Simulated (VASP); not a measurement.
# CoO (I4/mmm) in VASP: further runs

Runs on CoO. Level: PBE. Tasks: electric field gradients.

Everything below comes from runs of VASP 6.6.1. Logs are shortened: lines on timing, memory, paths and dates and some standing lists are left out, and cuts for length are marked.

### Step 1. The cell of the first run

Symmetry: I4/mmm, No. 139, tetragonal system. The conventional cell has a = 2.924 Å, b = 2.924 Å, c = 4.263 Å, α = 90.00°, β = 90.00°, γ = 90.00°. Within 2.7 Å of Co (site symmetry 4/mmm) lie 6 O at 2.07 to 2.13 Å. O (site symmetry 4/mmm) has 6 Co at 2.07 to 2.13 Å within 2.7 Å.

### Step 2. Electric field gradients, PBE, collinear spin, ferromagnetic start (equal xx and yy strain of -3 %)

INCAR reads:

```
PREC     = Accurate       # precision mode
ENCUT    = 520            # plane-wave cutoff, eV
EDIFF    = 1E-8           # SCF threshold, eV
ISMEAR   = -1             # smearing method
SIGMA    = 0.05           # smearing width, eV
LREAL    = F              # projectors in reciprocal space
LASPH    = T              # aspherical terms in the spheres
NELM     = 150            # most SCF steps
ALGO     = Normal         # electronic algorithm
ISIF     = 2              # what is computed and relaxed
LWAVE    = F              # write WAVECAR
LCHARG   = F              # write CHGCAR
ISPIN    = 2              # spin polarisation
MAGMOM   = 2 0            # initial moments
LORBIT   = 11             # projections on sites
LMAXMIX  = 4              # l up to which the mixer works
GGA      = PE             # functional
LEFG     = T            
NBANDS   = 18             # bands
```

KPOINTS reads:

```
regular mesh
0
Gamma
  16 16 16
```

POSCAR reads:

```
CoO
1.0
    0.0000000000      2.0675550000      2.1315000000
    2.0675550000      0.0000000000      2.1315000000
    2.0675550000      2.0675550000      0.0000000000
Co O
1 1
Direct
    0.0000000000      0.0000000000      0.0000000000
    0.5000000000      0.5000000000      0.5000000000
```

Potentials or basis: VASP PAW PBE potentials, release 64 (Co, O).

Started as:

```sh
$ cat potpaw_PBE.64/Co/POTCAR potpaw_PBE.64/O/POTCAR > POTCAR
$ mpirun -np 1 vasp_std > vasp.out
```

OUTCAR:

```text
PREC = Accurate
   ENCUT = 520
   EDIFF = 1E-8
   ISMEAR = -1
   LREAL = F
   LASPH = T
   NELM = 150
   ISIF = 2
   ISPIN = 2
   LORBIT = 11
   GGA = PE

 ion  position               nearest neighbor table
   1  0.000  0.000  0.000-   2 2.07   2 2.07   2 2.07   2 2.07   2 2.13   2 2.13
   2  0.500  0.500  0.500-   1 2.07   1 2.07   1 2.07   1 2.07   1 2.13   1 2.13

  LATTYP: Found a body centered tetragonal cell.
 ALAT       =     2.9239643220
 C/A-ratio  =     1.4579521262

  Lattice vectors:

 A1 = (  -2.0675550000,   0.0000000000,   2.1315000000)
 A2 = (   2.0675550000,   0.0000000000,   2.1315000000)
 A3 = (   0.0000000000,   2.0675550000,  -2.1315000000)

Analysis of symmetry for initial positions (statically):
=====================================================================
 Subroutine PRICEL returns:
 Original cell was already a primitive cell.

 Routine SETGRP: Setting up the symmetry group for a
 body centered tetragonal supercell.

 Subroutine GETGRP returns: Found 16 space group operations
 (whereof 16 operations were pure point group operations)
 out of a pool of 16 trial point group operations.

The static configuration has the point symmetry D_4h.

Analysis of symmetry for dynamics (positions and initial velocities):
=====================================================================
 Subroutine PRICEL returns:
 Original cell was already a primitive cell.

 Routine SETGRP: Setting up the symmetry group for a
 body centered tetragonal supercell.

 Subroutine GETGRP returns: Found 16 space group operations
 (whereof 16 operations were pure point group operations)
 out of a pool of 16 trial point group operations.

The dynamic configuration has the point symmetry D_4h.

Analysis of structural, dynamic, and magnetic symmetry:
=====================================================================
 Subroutine PRICEL returns:
 Original cell was already a primitive cell.

 Routine SETGRP: Setting up the symmetry group for a
 body centered tetragonal supercell.

 Subroutine GETGRP returns: Found 16 space group operations
 (whereof 16 operations were pure point group operations)
 out of a pool of 16 trial point group operations.

The overall configuration has the point symmetry D_4h.

 Subroutine INISYM returns: Found 16 space group operations
 (whereof 16 operations are pure point group operations),
 and found     1 'primitive' translations

----------------------------------------------------------------------------------------

                                     Primitive cell

  volume of cell :      18.2234

  direct lattice vectors                    reciprocal lattice vectors
     0.000000000  2.067555000  2.131500000    -0.241831535  0.241831535  0.234576589
     2.067555000  0.000000000  2.131500000     0.241831535 -0.241831535  0.234576589
     2.067555000  2.067555000  0.000000000     0.241831535  0.241831535 -0.234576589

  length of vectors
     2.969524529  2.969524529  2.923964322     0.414718168  0.414718168  0.414718168

  position of ions in fractional coordinates (direct lattice)
     0.000000000  0.000000000  0.000000000
     0.500000000  0.500000000  0.500000000

  ion indices of the primitive-cell ions
   primitive index   ion index
                 1           1
                 2           2

----------------------------------------------------------------------------------------

 KPOINTS: regular mesh

Automatic generation of k-mesh.
 Grid dimensions read from file:
 generate k-points for:   16   16   16

 Generating k-lattice:

  Cartesian coordinates                     Fractional coordinates (reciprocal lattice)
    -0.015114471  0.015114471  0.014661037     0.062500000 -0.000000000  0.000000000
     0.015114471 -0.015114471  0.014661037    -0.000000000  0.062500000  0.000000000
     0.015114471  0.015114471 -0.014661037     0.000000000  0.000000000  0.062500000

  Length of vectors
     0.025919886  0.025919886  0.025919886

  Shift w.r.t. Gamma in fractional coordinates (k-lattice)
     0.000000000  0.000000000  0.000000000

 Subroutine IBZKPT returns following result:
 ===========================================

 Found    349 irreducible k-points:

 Following reciprocal coordinates:
            Coordinates               Weight
  0.000000  0.000000  0.000000      1.000000
  0.062500  0.000000  0.000000      8.000000
  0.125000  0.000000  0.000000      8.000000
  0.187500  0.000000  0.000000      8.000000
  0.250000  0.000000  0.000000      8.000000
  0.312500 -0.000000  0.000000      8.000000
[... 16 lines left out ...]
 -0.125000  0.062500  0.000000      8.000000
 -0.062500  0.062500  0.000000      4.000000
 [... further k-points ...]
   k-points           NKPTS =    349   k-points in BZ     NKDIM =    349   number of bands    NBANDS=     18
   number of dos      NEDOS =    301   number of ions     NIONS =      2
   total plane-waves  NPLWV =  13824
   dimension x,y,z NGX =    24 NGY =   24 NGZ =   24
   dimension x,y,z NGXF=    48 NGYF=   48 NGZF=   48
   ions per type =               1   1
   NGX,Y,Z   is equivalent  to a cutoff of  13.44, 13.44, 13.65 a.u.
   NGXF,Y,Z  is equivalent  to a cutoff of  26.87, 26.87, 27.29 a.u.
 SYSTEM =  unknown system
   PREC   = accura    normal or accurate (medium, high low for compatibility)
   ISTART =      0    job   : 0-new  1-cont  2-samecut
   ICHARG =      2    charge: 1-file 2-atom 10-const
   ISPIN  =      2    spin polarized calculation?
   LNONCOLLINEAR =      F non collinear calculations
   LSORBIT =      F    spin-orbit coupling
   LASPH  =      T    aspherical Exc in radial PAW
   ENCUT  =  520.0 eV  38.22 Ry    6.18 a.u.   5.52  5.52  5.44*2*pi/ulx,y,z
   NELM   =    150;   NELMIN=  2; NELMDL= -5     # of ELM steps
   EDIFF  = 0.1E-07   stopping-criterion for ELM
   LREAL  =      F    real-space projection
   EDIFFG = 0.1E-06   stopping-criterion for IOM
   NSW    =      0    number of steps for IOM
   IBRION =     -1    ionic relax: 0-MD 1-quasi-New 2-CG
   NFREE  =      0    steps in history (QN), initial steepest desc. (CG)
   ISIF   =      2    stress and relaxation
   ISYM   =      2    0-nonsym 1-usesym 2-fastsym
   POTIM  = 0.5000    time-step for ionic-motion
   TEBEG  =    0.0;   TEEND  =   0.0 temperature during run
   PSTRESS=    0.0 pullay stress
   NELECT =      15.0000    total number of electrons
   NUPDOWN=      -1.0000    fix difference up-down
   EMIN   =  10.00;   EMAX   =-10.00  energy-range for DOS
   EFERMI =   0.00;   METHOD = LEGACY
   ISMEAR =    -1;   SIGMA  =   0.05  broadening in eV -4-tet -1-fermi 0-gaus
   EFERMI_NEDOS =   21; number of points for ismear=-14 and -15
   IALGO  =     38    algorithm
   IMIX   =      4    mixing-type and parameters
     AMIX     =   0.40;   BMIX     =  1.00
     AMIX_MAG =   1.60;   BMIX_MAG =  1.00
  volume/ion in A,a.u.               =       9.11        61.49
  Fermi-wavevector in a.u.,A,eV,Ry     =   1.534248  2.899307 32.026963  2.353915
  Thomas-Fermi vector in A             =   2.641202
   LORBIT       =     11    0 simple, 1 ext, 2 COOP (PROOUT), +10 PAW based schemes
   GGA     = PE    functional components
   LHFCALC =     F    Hartree Fock is set to
   AEXX    =    0.0000 exact exchange contribution
   IVDW    =     0    specifies the selected vdW correction
   LEPSILON=     F    determine dielectric tensor
   LRPA    =     F    only Hartree local field effects (RPA)
 spin polarized calculation
  energy-cutoff  :      520.00
  volume of cell :       18.22
 maximum number of plane-waves:       531
 NGX is ok and might be reduce to    24
   NGX = 11   NGY = 11   NGZ = 11

 number of electron      14.9999998 magnetization       2.6788376

 Free energy of the ion-electron system (eV)
  ---------------------------------------------------
  ext. energy  EPLUGINS =         0.00000000
  ---------------------------------------------------
  free energy    TOTEN  =       -13.04002031 eV

  energy without entropy =      -13.00506519  energy(sigma->0) =      -13.02254275

 E-fermi :   8.7612     XC(G=0): -12.7473

 val. band max:        8.7609448435   @ k =   0.4375   0.0625   0.1250
 cond. band min:       8.7625030476   @ k =  -0.4375   0.0000   0.3750
 fundamental gap:      0.0015582041
 Fermi energy:         8.7612455374

 spin component 1

 k-point     1 :       0.0000    0.0000    0.0000
  band No.  band energies     occupation
      1     -12.0135      1.00000
      2       5.3258      1.00000
      3       5.3258      1.00000
      4       5.4097      1.00000
      5       5.5315      1.00000
      6       5.5490      1.00000
[... 10 lines left out ...]
     17      31.7138      0.00000
     18      33.8243      0.00000
[... 463 lines left out ...]
 k-point    24 :      -0.0625    0.0625    0.0000
  band No.  band energies     occupation
      1     -11.8906      1.00000
      2       4.1806      1.00000
      3       4.2810      1.00000
      4       4.8863      1.00000
      5       5.6340      1.00000
      6       5.8691      1.00000
[... 10 lines left out ...]
     17      32.3791      0.00000
     18      34.8783      0.00000

 [... further k-points ...]

 spin component 2

 k-point     1 :       0.0000    0.0000    0.0000
  band No.  band energies     occupation
      1     -11.5922      1.00000
      2       5.7785      1.00000
      3       5.7785      1.00000
      4       5.9175      1.00000
      5       7.4332      1.00000
      6       7.5655      1.00000
[... 10 lines left out ...]
     17      32.6328      0.00000
     18      34.6640      0.00000
[... 463 lines left out ...]
 k-point    24 :      -0.0625    0.0625    0.0000
  band No.  band energies     occupation
      1     -11.4672      1.00000
      2       4.8839      1.00000
      3       5.3430      1.00000
      4       5.5976      1.00000
      5       7.6244      1.00000
      6       7.7236      1.00000
[... 10 lines left out ...]
     17      33.1343      0.00000
     18      35.7296      0.00000

 [... further k-points ...]
[... 5 lines left out ...]
  --------------------------------------------------------------------------------------
  -------------------------------------------------------------------------------------
  Total        1.0087889      1.0087889      0.7845875      0.0000000     -0.0000000     -0.0000000
  in kB       88.6913741     88.6913741     68.9798895      0.0000000     -0.0000000     -0.0000000
  external PRESSURE =      82.1208792 kB  Pullay stress =       0.0000000 kB

 VOLUME and BASIS-vectors are now :
 -----------------------------------------------------------------------------
  energy-cutoff  :      520.00
  volume of cell :       18.22
      direct lattice vectors                 reciprocal lattice vectors
     0.000000000  2.067555000  2.131500000    -0.241831535  0.241831535  0.234576589
     2.067555000  0.000000000  2.131500000     0.241831535 -0.241831535  0.234576589
     2.067555000  2.067555000  0.000000000     0.241831535  0.241831535 -0.234576589

 POSITION                                       TOTAL-FORCE (eV/Angst)
 -----------------------------------------------------------------------------------
      0.00000      0.00000      0.00000        -0.000000      0.000000      0.000000
      2.06756      2.06756      2.13150         0.000000     -0.000000      0.000000
 -----------------------------------------------------------------------------------
    total drift:                                0.000000     -0.000000     -0.000000

  FREE ENERGIE OF THE ION-ELECTRON SYSTEM (eV)
  ---------------------------------------------------
  free  energy   TOTEN  =       -13.0400203147 eV

  energy  without entropy=      -13.0050651905  energy(sigma->0) =      -13.02254275

 Electric field gradients (V/A^2)
---------------------------------------------------------------------
 ion       V_xx      V_yy      V_zz      V_xy      V_xz      V_yz
---------------------------------------------------------------------
   1       6.449     6.449   -12.897     0.001     0.001     0.001
   2       2.791     2.791    -5.582    -0.002    -0.001    -0.001
---------------------------------------------------------------------

 Electric field gradients after diagonalization (V/A^2)
 (convention: |V_zz| > |V_xx| > |V_yy|)
----------------------------------------------------------------------
 ion       V_xx      V_yy      V_zz     asymmetry (V_yy - V_xx)/ V_zz
----------------------------------------------------------------------
   1       6.449     6.448   -12.897       0.000
   2       2.793     2.789    -5.582       0.001
----------------------------------------------------------------------

           NMR quadrupolar parameters

 Cq : quadrupolar parameter    Cq=e*Q*V_zz/h
 eta: asymmetry parameters     (V_yy - V_xx)/ V_zz
 Q  : nuclear electric quadrupole moment in mb (millibarn)
----------------------------------------------------------------------
 ion       Cq(MHz)       eta       Q (mb)
----------------------------------------------------------------------
   1      -0.031       0.000       1.000
   2      -0.013       0.001       1.000
----------------------------------------------------------------------

 total charge

# of ion       s       p       d       tot
------------------------------------------
    1        0.310   0.396   7.205   7.912
    2        1.558   3.446   0.000   5.004
--------------------------------------------------
tot          1.868   3.842   7.205  12.916

 magnetization (x)

# of ion       s       p       d       tot
------------------------------------------
    1        0.022   0.019   2.350   2.391
    2        0.030   0.215   0.000   0.245
--------------------------------------------------
tot          0.051   0.234   2.350   2.636
```

Run time: 2.6 min. Hardware: 1 thread of Intel Xeon Platinum 8488C (Sapphire Rapids), shared host; peak memory 0.3 GiB.

Results:

| Item | Value |
| --- | --- |
| Free energy | -13.0400 eV |
| Pressure | 8.2 GPa |
| Net moment | 2.68 μB per cell |
| Site moments | Co +2.39; O +0.24 μB |
| Valence electrons inside the program's atomic spheres | Co 7.91; O 5.00 |

Stress tensor (GPa, compression positive):
```
8.87 0.00 0.00
0.00 8.87 0.00
0.00 0.00 6.90
```

Levels at points of the mesh, in eV from the Fermi level:
Spin up:
| k point | band 5 | band 6 | band 7 | band 8 | band 9 | band 10 | band 11 | band 12 | band 13 | band 14 |
| --- | --- | --- | --- | --- | --- | --- | --- | --- | --- | --- |
| (0.00, 0.00, 0.00) | -3.23 | -3.21 | -3.19 | -2.94 | -2.94 | 1.34 | 17.05 | 18.57 | 18.67 | 18.67 |
| (0.50, 0.00, 0.00) | -2.25 | -2.17 | -1.64 | 0.20 | 0.43 | 5.19 | 9.91 | 13.51 | 14.22 | 21.28 |
| (0.50, 0.50, 0.00) | -4.12 | -2.85 | -2.20 | -1.84 | -1.84 | 6.31 | 9.92 | 12.23 | 16.70 | 16.70 |
| (0.50, 0.00, 0.50) | -3.97 | -2.78 | -2.18 | -1.98 | -1.87 | 6.31 | 10.31 | 11.88 | 16.05 | 16.59 |
Spin down:
| k point | band 2 | band 3 | band 4 | band 5 | band 6 | band 7 | band 8 | band 9 | band 10 | band 11 |
| --- | --- | --- | --- | --- | --- | --- | --- | --- | --- | --- |
| (0.00, 0.00, 0.00) | -2.98 | -2.98 | -2.84 | -1.33 | -1.20 | -1.20 | -0.07 | -0.04 | 1.86 | 16.97 |
| (0.50, 0.00, 0.00) | -8.17 | -5.17 | -5.08 | -0.21 | -0.11 | 0.16 | 2.72 | 2.88 | 5.46 | 10.61 |
| (0.50, 0.50, 0.00) | -6.96 | -4.18 | -4.18 | -2.48 | 0.11 | 0.11 | 0.39 | 1.10 | 7.13 | 10.36 |
| (0.50, 0.00, 0.50) | -6.92 | -4.41 | -4.14 | -2.49 | 0.07 | 0.17 | 0.53 | 1.04 | 7.12 | 10.70 |

Electric field gradients, principal values (V/Å²):
| atom | least | middle | greatest (by size) |
| --- | --- | --- | --- |
| 1 Co | 6.448 | 6.449 | -12.897 |
| 2 O | 2.789 | 2.793 | -5.582 |

Caveat: the cell differs from its parent crystal (equal xx and yy strain of -3 %); without QUAD_EFG the Cq values of the log hold for a quadrupole moment of 1 mb, not for the nuclei; a cell with one magnetic atom can't hold antiferromagnetic order, which such compounds often take; semilocal functionals often make such compounds metallic where correlation or magnetic order opens a gap, which also shifts bond lengths.

[end of part 1 of 2]
